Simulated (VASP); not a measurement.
# Al4GeRu (P6/mmm) in VASP: a series of runs

Runs on Al4GeRu. Level: PBE. Tasks: single point, relaxation of cell and atoms.

All numbers are computed with VASP 6.6.1; they aren't measurements. Logs are shortened: lines on timing, memory, paths and dates and some standing lists are left out, and cuts for length are marked.

## (1) The cell of the first run

The structure is hexagonal, space group P6/mmm (No. 191). The conventional cell has a = 4.627 Å, b = 4.627 Å, c = 5.153 Å, α = 90.00°, β = 90.00°, γ = 120.00°. Al (site symmetry 3m) has 5 Al at 2.54 to 2.67 Å and 3 Ru at 2.96 Å and 3 Ge at 2.97 Å within 3.3 Å. Ge (site symmetry 6/mmm) has 2 Ru at 2.58 Å and 12 Al at 2.97 Å within 3.4 Å. Ru (site symmetry 6/mmm) has 2 Ge at 2.58 Å and 12 Al at 2.96 Å within 3.4 Å.

## (2) Single point, PBE

INCAR reads:

```
SYSTEM = Al4GeRu
  ALGO = Normal
  EDIFF = 1E-7
  ENCUT = 520
  GGA = PE
  ISIF = 2
  ISMEAR = 0
  LASPH = .True.
  LCHARG = .True.
  LELF = .True.
  LREAL = .False.
  LVHAR = .True.
  LWAVE = .False.
  NBANDS = 29
  NELM = 80
  PREC = Accurate
  SIGMA = 0.1
```

KPOINTS reads:

```
k-points
0
Gamma
  6 6 4
  0 0 0
```

POSCAR reads:

```
Al4GeRu
1.0
    4.6269122531      0.0000000000      0.0000000000
   -2.3134561265      4.0070235522      0.0000000000
    0.0000000000      0.0000000000      5.1528045957
Al Ge Ru
4 1 1
Direct
    0.3333333333      0.6666666667      0.7538212829
    0.3333333333      0.6666666667      0.2461787171
    0.6666666667      0.3333333333      0.7538212829
    0.6666666667      0.3333333333      0.2461787171
    0.0000000000      0.0000000000      0.5000000000
    0.0000000000      0.0000000000      0.0000000000
```

Potentials or basis: VASP PAW PBE potentials, release 64 (Al, Ge_d, Ru_pv).

The run is started by

```console
$ cat potpaw_PBE.64/Al/POTCAR potpaw_PBE.64/Ge_d/POTCAR potpaw_PBE.64/Ru_pv/POTCAR > POTCAR
$ mpirun -np 1 vasp_std > vasp.out
```

OUTCAR:

```text
SYSTEM = Al4GeRu
   EDIFF = 1E-7
   ENCUT = 520
   GGA = PE
   ISIF = 2
   ISMEAR = 0
   LASPH = .True.
   LREAL = .False.
   NELM = 80
   PREC = Accurate

 ion  position               nearest neighbor table
   1  0.333  0.667  0.754-   2 2.54   2 2.62   3 2.67   3 2.67   3 2.67   6 2.96   6 2.96   6 2.96
                             5 2.97   5 2.97   5 2.97
   2  0.333  0.667  0.246-   1 2.54   1 2.62   4 2.67   4 2.67   4 2.67   6 2.96   6 2.96   6 2.96
                             5 2.97   5 2.97   5 2.97
   3  0.667  0.333  0.754-   4 2.54   4 2.62   1 2.67   1 2.67   1 2.67   6 2.96   6 2.96   6 2.96
                             5 2.97   5 2.97   5 2.97
   4  0.667  0.333  0.246-   3 2.54   3 2.62   2 2.67   2 2.67   2 2.67   6 2.96   6 2.96   6 2.96
                             5 2.97   5 2.97   5 2.97
   5  0.000  0.000  0.500-   6 2.58   6 2.58   3 2.97   4 2.97   1 2.97   2 2.97   1 2.97   2 2.97
                             3 2.97   4 2.97   3 2.97   4 2.97   1 2.97   2 2.97
   6  0.000  0.000  0.000-   5 2.58   5 2.58   3 2.96   4 2.96   1 2.96   2 2.96   1 2.96   2 2.96
                             3 2.96   4 2.96   3 2.96   4 2.96   1 2.96   2 2.96

  LATTYP: Found a hexagonal cell.
 ALAT       =     4.6269122531
 C/A-ratio  =     1.1136594588

  Lattice vectors:

 A1 = (   4.6269122531,   0.0000000000,   0.0000000000)
 A2 = (  -2.3134561265,   4.0070235522,   0.0000000000)
 A3 = (   0.0000000000,   0.0000000000,   5.1528045957)

Analysis of symmetry for initial positions (statically):
=====================================================================
 Subroutine PRICEL returns:
 Original cell was already a primitive cell.

 Routine SETGRP: Setting up the symmetry group for a
 hexagonal supercell.

 Subroutine GETGRP returns: Found 24 space group operations
 (whereof 24 operations were pure point group operations)
 out of a pool of 24 trial point group operations.

The static configuration has the point symmetry D_6h.

Analysis of symmetry for dynamics (positions and initial velocities):
=====================================================================
 Subroutine PRICEL returns:
 Original cell was already a primitive cell.

 Routine SETGRP: Setting up the symmetry group for a
 hexagonal supercell.

 Subroutine GETGRP returns: Found 24 space group operations
 (whereof 24 operations were pure point group operations)
 out of a pool of 24 trial point group operations.

The dynamic configuration has the point symmetry D_6h.

 Subroutine INISYM returns: Found 24 space group operations
 (whereof 24 operations are pure point group operations),
 and found     1 'primitive' translations

[... 104 lines left out ...]
   ISIF   =      2    stress and relaxation
   ISYM   =      2    0-nonsym 1-usesym 2-fastsym
   POTIM  = 0.5000    time-step for ionic-motion
   TEBEG  =    0.0;   TEEND  =   0.0 temperature during run
   PSTRESS=    0.0 pullay stress
   NELECT =      40.0000    total number of electrons
   NUPDOWN=      -1.0000    fix difference up-down
   EMIN   =  10.00;   EMAX   =-10.00  energy-range for DOS
   EFERMI =   0.00;   METHOD = LEGACY
   ISMEAR =     0;   SIGMA  =   0.10  broadening in eV -4-tet -1-fermi 0-gaus
   EFERMI_NEDOS =   21; number of points for ismear=-14 and -15
   IALGO  =     38    algorithm
   IMIX   =      4    mixing-type and parameters
     AMIX     =   0.40;   BMIX     =  1.00
     AMIX_MAG =   1.60;   BMIX_MAG =  1.00
  volume/ion in A,a.u.               =      15.92       107.45
  Fermi-wavevector in a.u.,A,eV,Ry     =   1.224736  2.314416 20.408450  1.499979
  Thomas-Fermi vector in A             =   2.359800
   LORBIT       =      0    0 simple, 1 ext, 2 COOP (PROOUT), +10 PAW based schemes
   GGA     = PE    functional components
   LHFCALC =     F    Hartree Fock is set to
   AEXX    =    0.0000 exact exchange contribution
   IVDW    =     0    specifies the selected vdW correction
   LEPSILON=     F    determine dielectric tensor
   LRPA    =     F    only Hartree local field effects (RPA)
 non-spin polarized calculation
 Gauss-broadening in eV      SIGMA  =   0.10
  energy-cutoff  :      520.00
  volume of cell :       95.53
 maximum number of plane-waves:      2598
 NGX is ok and might be reduce to    36
   NGX = 17   NGY = 17   NGZ = 19

 number of electron      39.9999993 magnetization

 Free energy of the ion-electron system (eV)
  ---------------------------------------------------
  ext. energy  EPLUGINS =         0.00000000
  ---------------------------------------------------
  free energy    TOTEN  =       -28.18140572 eV

  energy without entropy =      -28.15640913  energy(sigma->0) =      -28.16890742

 E-fermi :   9.0016     XC(G=0): -11.0929

 val. band max:        8.9847356223   @ k =   0.1667  -0.0000   0.2500
 cond. band min:       9.0078237614   @ k =   0.3333   0.1667   0.0000
 fundamental gap:      0.0230881391
 Fermi energy:         9.0015713001

 k-point     1 :       0.0000    0.0000    0.0000
  band No.  band energies     occupation
      1     -33.9097      2.00000
      2     -33.6770      2.00000
      3     -33.6770      2.00000
      4     -16.1922      2.00000
      5     -16.1922      2.00000
      6     -16.1238      2.00000
[... 661 lines left out ...]
     28      14.2588      0.00000
     29      14.2588      0.00000

------------------------ aborting loop because EDIFF is reached ----------------------------------------

  FORCE on cell =-STRESS in cart. coord.  units (eV):
  Direction    XX          YY          ZZ          XY          YZ          ZX
  --------------------------------------------------------------------------------------
  -------------------------------------------------------------------------------------
  Total       -0.1326612     -0.1326612      0.0513539     -0.0000000      0.0000000      0.0000000
  in kB       -2.2248346     -2.2248346      0.8612466     -0.0000000      0.0000000      0.0000000
  external PRESSURE =      -1.1961409 kB  Pullay stress =       0.0000000 kB

 VOLUME and BASIS-vectors are now :
 -----------------------------------------------------------------------------
  energy-cutoff  :      520.00
  volume of cell :       95.53
      direct lattice vectors                 reciprocal lattice vectors
     4.626912253  0.000000000  0.000000000     0.216126856  0.124780899  0.000000000
    -2.313456127  4.007023552  0.000000000     0.000000000  0.249561797  0.000000000
     0.000000000  0.000000000  5.152804596     0.000000000  0.000000000  0.194069071

 POSITION                                       TOTAL-FORCE (eV/Angst)
 -----------------------------------------------------------------------------------
     -0.00000      2.67135      3.88429         0.000000      0.000000      0.017431
     -0.00000      2.67135      1.26851         0.000000      0.000000     -0.017431
      2.31346      1.33567      3.88429        -0.000000     -0.000000      0.017431
      2.31346      1.33567      1.26851        -0.000000     -0.000000     -0.017431
      0.00000      0.00000      2.57640        -0.000000      0.000000      0.000000
      0.00000      0.00000      0.00000        -0.000000      0.000000      0.000000
 -----------------------------------------------------------------------------------
    total drift:                                0.000000     -0.000000     -0.000000

  FREE ENERGIE OF THE ION-ELECTRON SYSTEM (eV)
  ---------------------------------------------------
  free  energy   TOTEN  =       -28.1814057176 eV

  energy  without entropy=      -28.1564091319  energy(sigma->0) =      -28.16890742
```

OSZICAR:

```text
N       E                     dE             d eps       ncg     rms          rms(c)
DAV:   1     0.312400497647E+03    0.31240E+03   -0.18987E+04  1558   0.218E+03
DAV:   2     0.399517542673E+01   -0.30841E+03   -0.29735E+03  1272   0.650E+02
DAV:   3    -0.277530019129E+02   -0.31748E+02   -0.31060E+02  1437   0.114E+02
DAV:   4    -0.290043945816E+02   -0.12514E+01   -0.12477E+01  1441   0.233E+01
DAV:   5    -0.290432308064E+02   -0.38836E-01   -0.38832E-01  1682   0.450E+00    0.106E+01
DAV:   6    -0.298327313772E+02   -0.78950E+00   -0.15984E+01  1324   0.198E+01    0.957E+00
DAV:   7    -0.282357343154E+02    0.15970E+01   -0.60067E+00  1332   0.152E+01    0.256E+00
DAV:   8    -0.281956817498E+02    0.40053E-01   -0.27475E-01  1421   0.289E+00    0.113E+00
DAV:   9    -0.281824079360E+02    0.13274E-01   -0.49417E-02  1362   0.140E+00    0.299E-01
DAV:  10    -0.281815073534E+02    0.90058E-03   -0.49282E-03  1481   0.509E-01    0.144E-01
DAV:  11    -0.281814256552E+02    0.81698E-04   -0.65398E-04  1382   0.129E-01    0.664E-02
DAV:  12    -0.281814087897E+02    0.16866E-04   -0.79174E-05  1695   0.630E-02    0.196E-02
DAV:  13    -0.281814098317E+02   -0.10420E-05   -0.36709E-05  1398   0.324E-02    0.162E-02
DAV:  14    -0.281814058463E+02    0.39854E-05   -0.13016E-05  1397   0.210E-02    0.127E-03
DAV:  15    -0.281814057361E+02    0.11019E-06   -0.36419E-07  1238   0.344E-03    0.448E-04
DAV:  16    -0.281814057176E+02    0.18501E-07   -0.19250E-08   784   0.867E-04
   1 F= -.28181406E+02 E0= -.28168907E+02  d E =-.249966E-01
```

stdout:

```text
POSCAR found type information on POSCAR AlGeRu
 POSCAR found :  3 types and       6 ions
 scaLAPACK will be used
 LDA part: xc-table for (Slater+PW92), standard interpolation
 POSCAR, INCAR and KPOINTS ok, starting setup
 FFT: planning ... GRIDC
 FFT: planning ... GRID_SOFT
 FFT: planning ... GRID
 WAVECAR not read
 entering main loop
```

Wall time 30 s (1 thread of Intel Xeon 6975P-C (Granite Rapids), shared host); peak memory 0.24 GiB.

Results:

```yaml
Free_energy: -28.1814 eV
Pressure: -0.1 GPa
Largest_force: 0.017 eV/Å
Band_gap_on_the_k_mesh: zero (band 20 reaches 9.65 eV, above the bottom of band 21 at 8.22 eV)
```

Forces on the atoms (eV/Å):
```
Al   0.000  0.000  0.017
Al   0.000  0.000 -0.017
Al   0.000  0.000  0.017
Al   0.000  0.000 -0.017
Ge   0.000  0.000  0.000
Ru   0.000  0.000  0.000
```

## (3) Relaxation of cell and atoms, PBE

This run uses another cell than the first one, of 13.40 Å³/atom, 0.841 times its volume.

INCAR reads:

```
SYSTEM = Al4GeRu
PREC = Accurate ; ENCUT = 600
EDIFF = 1E-6 ; ISMEAR = 0
SIGMA = 0.1 ; LREAL = .FALSE.
LASPH = .TRUE. ; NELM = 80
ALGO = Fast ; ISIF = 3
LWAVE = .FALSE. ; LCHARG = .FALSE.
GGA = PE ; IBRION = 2
NSW = 90 ; EDIFFG = -0.04
```

KPOINTS reads:

```
Automatic mesh
0
G
  6 6 2
  0 0 0
```

POSCAR reads:

```
Al4GeRu
1.0
    3.4954729700      0.0000000000      0.0000000000
   -1.7477364900      3.0271683900      0.0000000000
    0.0000000000      0.0000000000      7.5965692100
Al Ge Ru
4 1 1
Direct
    0.3333333300      0.6666666700      0.7444408500
    0.3333333300      0.6666666700      0.2555591500
    0.6666666700      0.3333333300      0.7444408500
    0.6666666700      0.3333333300      0.2555591500
    0.0000000000      0.0000000000      0.5000000000
    0.0000000000      0.0000000000      0.0000000000
```

Potentials or basis: VASP PAW PBE potentials, release 64 (Al, Ge_d, Ru_pv).

The run is started by

```console
$ cat potpaw_PBE.64/Al/POTCAR potpaw_PBE.64/Ge_d/POTCAR potpaw_PBE.64/Ru_pv/POTCAR > POTCAR
$ mpirun -np 1 vasp_std > vasp.out
```

Wall time 11 min (1 thread of Intel Xeon 6975P-C (Granite Rapids), shared host); peak memory 0.25 GiB.

The run converged. Its results:

* Free energy: -28.1029 eV
* Relaxed volume: 15.85 Å³/atom
* Relaxed cell: a = 4.654 Å, b = 4.654 Å, c = 5.070 Å, α = 90.00°, β = 90.00°, γ = 120.00°
* Space group after relaxing (to 0.05 Å): P6/mmm (No. 191)
* Energy gained by relaxing: 1770.5 meV/atom
* Ionic steps: 16
* Pressure after relaxing: 0.3 GPa
* Largest force after relaxing: 0.010 eV/Å
* Band gap on the k mesh: zero (band 20 reaches 9.38 eV, above the bottom of band 21 at 8.83 eV)

Forces on the atoms (eV/Å):
```
Al   0.000  0.000 -0.010
Al   0.000  0.000  0.010
Al   0.000  0.000 -0.010
Al   0.000  0.000  0.010
Ge   0.000  0.000  0.000
Ru   0.000  0.000  0.000
```

Step by step:
```csv
step,energy change (eV),largest force (eV/Å),pressure (GPa),volume (Å³)
1,0.0000,1.1958,58.86,80.38
2,-5.1891,0.6142,-15.25,147.10
3,-5.9137,1.0089,-0.55,114.06
4,-7.5879,0.9128,-7.70,122.69
5,-7.6741,0.9782,-6.34,120.18
6,-7.6747,0.9899,-5.83,119.31
7,-8.8371,0.8089,-4.72,110.64
8,-8.5188,4.0332,25.28,82.38
9,-9.3590,0.8422,-2.64,103.15
10,-10.2903,0.3917,3.31,92.99
11,-10.3866,0.3608,-1.49,96.71
12,-10.3896,0.3386,-1.86,97.14
13,-10.4215,0.2822,-2.66,97.99
14,-10.5129,0.0483,-0.31,95.48
15,-10.6215,0.0585,-0.07,95.35
16,-10.6231,0.0099,0.29,95.09
```

Final structure:
```yaml
crystal:
  lattice:
    - [4.65366, 0.00000, 0.00000]
    - [-2.32683, 4.03019, 0.00000]
    - [0.00000, 0.00000, 5.07012]
  atoms:
    - { symbol: Al, position: [0.33333, 0.66667, 0.75384] }
    - { symbol: Al, position: [0.33333, 0.66667, 0.24616] }
    - { symbol: Al, position: [0.66667, 0.33333, 0.75384] }
    - { symbol: Al, position: [0.66667, 0.33333, 0.24616] }
    - { symbol: Ge, position: [0.00000, 0.00000, 0.50000] }
    - { symbol: Ru, position: [0.00000, 0.00000, 0.00000] }
```

Levels at points of the mesh, in eV from the Fermi level:
```
           k point  band 18  band 19  band 20  band 21  band 22  band 23
(0.00, 0.00, 0.00)    -2.82    -2.68    -0.20    -0.20    -0.02     0.95
(0.50, 0.00, 0.00)    -2.40    -2.16    -0.03     0.22     0.53     0.78
(0.00, 0.00, 0.50)    -1.66    -1.46    -1.30     0.10     0.10     0.40
(0.50, 0.00, 0.50)    -2.12    -1.98    -0.84     0.94     2.33     2.61
```

Caveat: the k points lie up to 0.62 Å⁻¹ apart in the final cell; the volume moved by over 15 % at a fixed basis, so the end points are rough.

## (4) Relaxation of cell and atoms, PBE

INCAR reads:

```
SYSTEM = Al4GeRu
PREC     = Accurate       ! precision mode
ENCUT    = 600            ! plane-wave cutoff, eV
EDIFF    = 1E-6           ! SCF threshold, eV
ISMEAR   = 0              ! smearing method
SIGMA    = 0.1            ! smearing width, eV
LREAL    = .False.        ! projectors in reciprocal space
LASPH    = .True.         ! aspherical terms in the spheres
NELM     = 80             ! most SCF steps
ALGO     = Fast           ! electronic algorithm
ISIF     = 3              ! what is computed and relaxed
LWAVE    = .False.        ! write WAVECAR
LCHARG   = .False.        ! write CHGCAR
GGA      = PE             ! functional
IBRION   = 2              ! ionic algorithm
NSW      = 90             ! ionic steps
EDIFFG   = -0.04          ! ionic threshold
```

KPOINTS reads:

```
regular mesh
0
Gamma
  6 6 4
  0 0 0
```

POSCAR reads:

```
Al4GeRu
1.0
    4.6663309256      0.0000000000      0.0000000000
   -2.3331654628      4.0411611240      0.0000000000
    0.0000000000      0.0000000000      5.0706657580
Al Ge Ru
4 1 1
Direct
    0.3333333333      0.6666666667      0.7538359750
    0.3333333333      0.6666666667      0.2461640250
    0.6666666667      0.3333333333      0.7538359750
    0.6666666667      0.3333333333      0.2461640250
    0.0000000000      0.0000000000      0.5000000000
    0.0000000000      0.0000000000      0.0000000000
```

The run is started by

```console
$ cat potpaw_PBE.64/Al/POTCAR potpaw_PBE.64/Ge_d/POTCAR potpaw_PBE.64/Ru_pv/POTCAR > POTCAR
$ mpirun -np 1 vasp_std > vasp.out
```

It took 2.1 min on 1 thread of Intel Xeon 6975P-C (Granite Rapids), shared host; peak memory 0.29 GiB.

It converged, with:

* Free energy: -28.1820 eV
* Relaxed volume: 15.87 Å³/atom
* Relaxed cell: a = 4.617 Å, b = 4.617 Å, c = 5.157 Å, α = 90.00°, β = 90.00°, γ = 120.00°
* Space group after relaxing (to 0.05 Å): P6/mmm (No. 191)
* Energy gained by relaxing: 3.5 meV/atom
* Ionic steps: 4
* Pressure after relaxing: 0.2 GPa
* Largest force after relaxing: 0.010 eV/Å
* Band gap on the k mesh: zero (band 20 reaches 9.69 eV, above the bottom of band 21 at 8.26 eV)

Forces in eV/Å, atoms in the order of the input:
```
Al   0.000  0.000  0.010
Al   0.000  0.000 -0.010
Al   0.000  0.000  0.010
Al   0.000  0.000 -0.010
Ge   0.000  0.000  0.000
Ru   0.000  0.000  0.000
```

Step by step:
| step | energy change (eV) | largest force (eV/Å) | pressure (GPa) | volume (Å³) |
| --- | --- | --- | --- | --- |
| 1 | 0.0000 | 0.0612 | 0.09 | 95.62 |
| 2 | -0.0192 | 0.0605 | -0.33 | 95.73 |
| 3 | -0.0198 | 0.0869 | -0.38 | 95.75 |
| 4 | -0.0210 | 0.0103 | 0.21 | 95.21 |

Final structure:
```cif
data_structure
_symmetry_space_group_name_H-M 'P 1'
_symmetry_Int_Tables_number 1
_cell_length_a 4.6175
_cell_length_b 4.6175
_cell_length_c 5.1566
_cell_angle_alpha 90.000
_cell_angle_beta 90.000
_cell_angle_gamma 120.000
_cell_volume 95.21
loop_
_atom_site_label
_atom_site_type_symbol
_atom_site_fract_x
_atom_site_fract_y
_atom_site_fract_z
_atom_site_occupancy
Al1 Al 0.33333 0.66667 0.75392 1
Al2 Al 0.33333 0.66667 0.24608 1
Al3 Al 0.66667 0.33333 0.75392 1
Al4 Al 0.66667 0.33333 0.24608 1
Ge1 Ge 0.00000 0.00000 0.50000 1
Ru1 Ru 0.00000 0.00000 0.00000 1
```

Levels at points of the mesh, in eV from the Fermi level:
```tsv
k point	band 18	band 19	band 20	band 21	band 22	band 23
(0.00, 0.00, 0.00)	-2.65	-2.25	-0.04	-0.04	0.07	1.27
(0.50, 0.00, 0.00)	-2.22	-2.04	0.03	0.33	0.72	0.91
(0.00, 0.00, 0.50)	-1.40	-1.09	-0.90	0.21	0.21	0.64
(0.50, 0.00, 0.50)	-2.01	-1.85	-0.71	1.16	2.29	2.66
```

## (5) Summary

```csv
task,cell,k mesh,cutoff (eV),gap on the mesh (eV),pressure (GPa),relaxed volume (Å³/atom),largest force (eV/Å)
single point,"a = 4.627, b = 4.627, c = 5.153 Å, angles 90.0, 90.0, 120.0°, 6 atoms",6 × 6 × 4,520,none,-0.1,-,0.02
relaxation of cell and atoms,"relaxed from a = 3.495, b = 3.495, c = 7.597 Å, angles 90.0, 90.0, 120.0°, 6 atoms",6 × 6 × 2,600,none,0.3,15.85,0.01
relaxation of cell and atoms,"relaxed from a = 4.666, b = 4.666, c = 5.071 Å, angles 90.0, 90.0, 120.0°, 6 atoms",6 × 6 × 4,600,none,0.2,15.87,0.01
```

Alike in all rows: level PBE; potentials or basis VASP PAW PBE potentials, release 64 (Al, Ge_d, Ru_pv); no spin polarisation; smearing gaussian 0.1 eV.

Caveats: some runs use coarse meshes; the volume moved by over 15 % at a fixed basis, so the end points are rough (some runs).

Absolute energies hang on the potentials; compare differences alone.
